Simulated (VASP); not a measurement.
Al16N15 (a cell with a defect), 31 atoms in the cell. The cell holds a defect, 31 atoms: a = 6.260 Å, b = 6.260 Å, c = 10.036 Å, α = 90.00°, β = 90.00°, γ = 120.00°. 

| Quantity | Value |
| --- | --- |
| Program | VASP 6.6.1 |
| Task | single point |
| Functional | PBE |
| Potentials or basis | VASP PAW PBE potentials, release 64 (Al, N) |
| Cutoff | 520 eV |
| k mesh | 1 × 1 × 1 |
| Occupations | fermi-dirac, width 0.01 eV |
| Spin | no spin polarisation |
| Dipole correction | no |
| Charge | 1 |
| Further INCAR settings | LREAL = Auto; ALGO = Normal; EDIFF = 1e-06; NBANDS = 82; NELECT = 122.0 |

Potentials or basis: VASP PAW PBE potentials, release 64 (Al, N).

The run is started by

```sh
$ cat potpaw_PBE.64/Al/POTCAR potpaw_PBE.64/N/POTCAR > POTCAR
$ mpirun -np 1 vasp_gam > vasp.out
```

Hardware: 1 thread of Intel(R) Xeon(R) Platinum 8175M CPU @ 2.50GHz (Skylake/Cascade Lake), with other jobs on the host.

Question: How long does it take, and how much memory?

Answer: Wall time 96 s on 1 thread of Intel(R) Xeon(R) Platinum 8175M CPU @ 2.50GHz (Skylake/Cascade Lake) (shared host), peak memory 0.39 GiB. Counts: scf iterations 17, k points 1.
